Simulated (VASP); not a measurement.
# TiAl3 (Pmm2) in VASP: elastic constants with PBEsol

Aim: the elastic constants of TiAl3 with PBEsol.

Everything below comes from runs of VASP 6.6.1. Logs are shortened: lines on timing, memory, paths and dates and some standing lists are left out, and cuts for length are marked.

## (1) The cell of the first run

The structure is orthorhombic, space group Pmm2 (No. 25). The conventional cell has a = 2.840 Å, b = 4.681 Å, c = 4.901 Å, α = 90.00°, β = 90.00°, γ = 90.00°. Within 3.7 Å of Ti (site symmetry mm2) lie 10 Al at 2.83 to 2.85 Å and 2 Ti at 2.84 Å. Within 3.7 Å of Al (site symmetry mm2) lie 10 Al at 2.81 to 2.86 Å and 2 Ti at 2.85 Å. Al (site symmetry mm2) has 8 Al at 2.81 to 2.86 Å and 4 Ti at 2.85 Å within 3.7 Å. Al (site symmetry mm2) has 4 Ti at 2.83 to 2.84 Å and 8 Al at 2.84 to 2.86 Å within 3.7 Å.

## (2) Elastic constants, PBEsol

INCAR reads:

```
ALGO = Normal
EDIFF = 1E-8
ENCUT = 600
GGA = PS
IBRION = 6
ISIF = 3
ISMEAR = -1
LASPH = True
LCHARG = False
LREAL = False
LWAVE = False
NELM = 60
NFREE = 2
NSW = 1
POTIM = 0.015
PREC = Accurate
SIGMA = 0.05
```

KPOINTS reads:

```
k-points
0
Gamma
  8 6 6
```

POSCAR reads:

```
TiAl3
1.0
    2.8396770000      0.0000000000      0.0000000000
    0.0000000000      4.6812640000      0.0000000000
    0.0000000000      0.0000000000      4.9007420000
Ti Al
1 3
Direct
    0.0000000000      0.5000000000      0.1659160000
    0.0000000000      0.0000000000      0.8359000000
    0.5000000000      0.0000000000      0.3309120000
    0.5000000000      0.5000000000      0.6672710000
```

Potentials or basis: VASP PAW PBE potentials, release 64 (Ti_sv, Al).

The run is started by

```sh
cat potpaw_PBE.64/Ti_sv/POTCAR potpaw_PBE.64/Al/POTCAR > POTCAR
mpirun -np 1 vasp_std > vasp.out
```

OUTCAR:

```text
EDIFF = 1E-8
   ENCUT = 600
   GGA = PS
   IBRION = 6
   ISIF = 3
   ISMEAR = -1
   LASPH = True
   LREAL = False
   NELM = 60
   NFREE = 2
   NSW = 1
   POTIM = 0.015
   PREC = Accurate

 ion  position               nearest neighbor table
   1  0.000  0.500  0.166-   4 2.83   4 2.83   4 2.84   4 2.84   2 2.85   2 2.85   3 2.85   3 2.85
                             3 2.85   3 2.85
   2  0.000  0.000  0.836-   3 2.81   3 2.81   1 2.85   1 2.85   3 2.85   3 2.85   4 2.86   4 2.86
                             4 2.86   4 2.86
   3  0.500  0.000  0.331-   2 2.81   2 2.81   2 2.85   2 2.85   1 2.85   1 2.85   1 2.85   1 2.85
                             4 2.86   4 2.86
   4  0.500  0.500  0.667-   1 2.83   1 2.83   1 2.84   1 2.84   2 2.86   2 2.86   2 2.86   2 2.86
                             3 2.86   3 2.86

  LATTYP: Found a simple orthorhombic cell.
 ALAT       =     2.8396770000
 B/A-ratio  =     1.6485198845
 C/A-ratio  =     1.7258096607

  Lattice vectors:

 A1 = (   2.8396770000,   0.0000000000,   0.0000000000)
 A2 = (   0.0000000000,   4.6812640000,   0.0000000000)
 A3 = (   0.0000000000,   0.0000000000,   4.9007420000)

Analysis of symmetry for initial positions (statically):
=====================================================================
 Subroutine PRICEL returns:
 Original cell was already a primitive cell.

 Routine SETGRP: Setting up the symmetry group for a
 simple orthorhombic supercell.

 Subroutine GETGRP returns: Found  4 space group operations
 (whereof  4 operations were pure point group operations)
 out of a pool of  8 trial point group operations.

The static configuration has the point symmetry C_2v.

Analysis of symmetry for dynamics (positions and initial velocities):
=====================================================================
 Subroutine PRICEL returns:
 Original cell was already a primitive cell.

 Routine SETGRP: Setting up the symmetry group for a
 simple orthorhombic supercell.

 Subroutine GETGRP returns: Found  4 space group operations
 (whereof  4 operations were pure point group operations)
 out of a pool of  8 trial point group operations.

The dynamic configuration has the point symmetry C_2v.

 Subroutine INISYM returns: Found  4 space group operations
 (whereof  4 operations are pure point group operations),
 and found     1 'primitive' translations

----------------------------------------------------------------------------------------

                                     Primitive cell

  volume of cell :      65.1469

  direct lattice vectors                    reciprocal lattice vectors
     2.839677000  0.000000000  0.000000000     0.352152727  0.000000000  0.000000000
     0.000000000  4.681264000  0.000000000     0.000000000  0.213617519  0.000000000
     0.000000000  0.000000000  4.900742000     0.000000000  0.000000000  0.204050734

  length of vectors
     2.839677000  4.681264000  4.900742000     0.352152727  0.213617519  0.204050734

  position of ions in fractional coordinates (direct lattice)
     0.000000000  0.500000000  0.165916000
     0.000000000  0.000000000  0.835900000
     0.500000000  0.000000000  0.330912000
     0.500000000  0.500000000  0.667271000

  ion indices of the primitive-cell ions
   primitive index   ion index
                 1           1
[... 129 lines left out ...]
  Direction    XX          YY          ZZ          XY          YZ          ZX
  --------------------------------------------------------------------------------------
  -------------------------------------------------------------------------------------
  Total       -1.1771104     -0.7824837     -0.8437886      0.0000000      0.0000000      0.0000000
  in kB      -28.9490189    -19.2438500    -20.7515389      0.0000000      0.0000000      0.0000000
  external PRESSURE =     -22.9814693 kB  Pullay stress =       0.0000000 kB
[... 95 lines left out ...]
  FREE ENERGIE OF THE ION-ELECTRON SYSTEM (eV)
  ---------------------------------------------------
  free  energy   TOTEN  =       -21.5756437976 eV

  energy  without entropy=      -21.5484563942  energy(sigma->0) =      -21.56205010

[... ionic steps 4 to 34 ...]

--------------------------------------- Ionic step       35  -------------------------------------------

 number of electron      20.9999997 magnetization

------------------------ aborting loop because EDIFF is reached ----------------------------------------
[... 71 lines left out ...]
--------------------------------------- Ionic step       37  -------------------------------------------

 number of electron      20.9999997 magnetization

 Free energy of the ion-electron system (eV)
  ---------------------------------------------------
  ext. energy  EPLUGINS =         0.00000000
  ---------------------------------------------------
  free energy    TOTEN  =       -21.56403565 eV

  energy without entropy =      -21.53671170  energy(sigma->0) =      -21.55037367

 E-fermi :   7.9528     XC(G=0): -10.7132

 val. band max:        7.9394323444   @ k =   0.2500   0.5000   0.1667
 cond. band min:       7.9532485973   @ k =   0.0000   0.5000   0.5000
 fundamental gap:      0.0138162528
 Fermi energy:         7.9528427562

 k-point     1 :       0.0000    0.0000    0.0000
  band No.  band energies     occupation
      1     -48.3053      2.00000
      2     -24.7344      2.00000
      3     -24.7257      2.00000
      4     -24.3701      2.00000
      5      -2.1320      2.00000
      6       2.9226      2.00000
      7       4.1656      2.00000
      8       4.5087      2.00000
      9       5.3506      2.00000
     10       7.2080      2.00000
     11       7.6046      1.99811
     12      10.3092      0.00000
     13      10.3737      0.00000
     14      10.6938      0.00000
[... 377 lines left out ...]
      1     -48.2589      2.00000
      2     -24.7510      2.00000
      3     -24.6891      2.00000
      4     -24.6798      2.00000
      5       0.5843      2.00000
      6       4.1921      2.00000
      7       4.8611      2.00000
      8       6.0482      2.00000
      9       6.1477      2.00000
     10       7.5317      1.99956
     11       7.8597      1.73121
     12       8.9586      0.00000
     13       9.4210      0.00000
     14      10.0077      0.00000

 [... further k-points ...]
[... 5 lines left out ...]
  --------------------------------------------------------------------------------------
  -------------------------------------------------------------------------------------
  Total       -1.2173272     -0.7769521     -0.8232535      0.0000000      0.0000000      0.0000000
  in kB      -29.9380821    -19.1078099    -20.2465140      0.0000000      0.0000000      0.0000000
  external PRESSURE =     -23.0974687 kB  Pullay stress =       0.0000000 kB
[... 19 lines left out ...]
  FREE ENERGIE OF THE ION-ELECTRON SYSTEM (eV)
  ---------------------------------------------------
  free  energy   TOTEN  =       -21.5640356486 eV

  energy  without entropy=      -21.5367117008  energy(sigma->0) =      -21.55037367

 INTERNAL STRAIN TENSORS FROM STRAINED CELLS
 ============================================

 INTERNAL STRAIN TENSOR FOR ION    1 for displacements in x,y,z  (eV/Angst):
          X           Y           Z          XY          YZ          ZX
  --------------------------------------------------------------------------------
  x     0.00000     0.00000     0.00000     0.00000     0.00000     2.22429
  y     0.00000     0.00000     0.00000     0.00000    -1.16017     0.00000
  z     0.50092    -0.49525    -1.26467    -0.00031    -0.00015     0.00023

 INTERNAL STRAIN TENSORS FROM DISPLACED ATOMS
 ============================================

 INTERNAL STRAIN TENSOR FOR ION    1 for displacements in x,y,z  (eV/Angst):
          X           Y           Z          XY          YZ          ZX
  --------------------------------------------------------------------------------
  x     0.00000     0.00000     0.00000     0.00000     0.00000     2.21093
  y     0.00000     0.00000     0.00000     0.00000    -1.18373     0.00000
  z     0.57642    -0.55907    -1.28237     0.00000     0.00000     0.00000

 INTERNAL STRAIN TENSOR FOR ION    4 for displacements in x,y,z  (eV/Angst):
          X           Y           Z          XY          YZ          ZX
  --------------------------------------------------------------------------------
  x     0.00000     0.00000     0.00000     0.00000     0.00000     0.27892
  y     0.00000     0.00000     0.00000     0.00000     0.58094     0.00000
  z     2.80358    -0.33562    -1.11441     0.00000     0.00000     0.00000

 Eigenvectors and eigenvalues of the dynamical matrix
 ----------------------------------------------------

   1 f  =    9.742097 THz    61.211403 2PiTHz  324.961392 cm-1    40.290059 meV
             X         Y         Z           dx          dy          dz
      0.000000  2.340632  0.813112     0.000000    0.423992    0.000000
      0.000000  0.000000  4.096530     0.000000   -0.478993   -0.000000
      1.419839  0.000000  1.621714     0.000000   -0.584808    0.000000
      1.419839  2.340632  3.270123    -0.000000    0.498795   -0.000000
[... 71 lines left out ...]
  12 f/i=    0.002624 THz     0.016484 2PiTHz    0.087511 cm-1     0.010850 meV
             X         Y         Z           dx          dy          dz
      0.000000  2.340632  0.813112     0.000000    0.610009   -0.000000
      0.000000  0.000000  4.096530     0.000000    0.457461   -0.000000
      1.419839  0.000000  1.621714     0.000000    0.457657   -0.000000
      1.419839  2.340632  3.270123     0.000000    0.457349   -0.000000

--------------------------------------------------------------------------------------------------------

 ELASTIC MODULI CONTR FROM IONIC RELAXATION (kBar)
 Direction    XX          YY          ZZ          XY          YZ          ZX
 --------------------------------------------------------------------------------
 XX         -89.1795     24.6945     59.5422      0.0000      0.0000      0.0000
 YY          24.6945    -12.2596    -19.7915      0.0000     -0.0000     -0.0000
 ZZ          59.5422    -19.7915    -43.4384      0.0000      0.0000     -0.0000
 XY           0.0000      0.0000      0.0000      0.0000      0.0000      0.0000
 YZ           0.0000     -0.0000      0.0000      0.0000     -9.1120      0.0000
 ZX           0.0000     -0.0000     -0.0000      0.0000      0.0000   -101.9690
 --------------------------------------------------------------------------------

 TOTAL ELASTIC MODULI (kBar)
 Direction    XX          YY          ZZ          XY          YZ          ZX
 --------------------------------------------------------------------------------
 XX        1389.2863    846.1256    713.1258      0.0000      0.0000      0.0000
 YY         846.1256   1483.3646    446.4437      0.0000     -0.0000     -0.0000
 ZZ         713.1258    446.4437   1836.3913      0.0000      0.0000     -0.0000
 XY           0.0000      0.0000      0.0000    684.7435      0.0000      0.0000
 YZ           0.0000     -0.0000      0.0000      0.0000    618.8309      0.0000
 ZX           0.0000     -0.0000     -0.0000      0.0000      0.0000    617.4616
 --------------------------------------------------------------------------------
```

Run time: 26 min. Hardware: 1 thread of Oxide Virtual Turin-like, shared host; peak memory 0.43 GiB.

Results:

| Property | Result |
| --- | --- |
| Voigt bulk modulus | 97 GPa |
| Highest phonon frequency at Γ | 325 cm⁻¹ |

Phonon frequencies in cm⁻¹ (negative: imaginary):
| q point | frequencies |
| --- | --- |
| (0.000, 0.000, 0.000) | 0 0 0 129 159 176 197 247 257 300 320 325 |

Elastic tensor in Voigt notation (GPa, in the Cartesian axes of the cell as first typed):
```
139  85  71   0   0   0
 85 148  45   0   0   0
 71  45 184   0   0   0
  0   0   0  62   0   0
  0   0   0   0  62   0
  0   0   0   0   0  68
```

Clamped-ion elastic tensor (GPa):
```
148  82  65   0   0   0
 82 150  47   0   0   0
 65  47 188   0   0   0
  0   0   0  63   0   0
  0   0   0   0  72   0
  0   0   0   0   0  68
```

Caveat: the cell is under stress, which shifts elastic constants; the PAW data sets were made with another functional, which shifts forces and pressure a little.
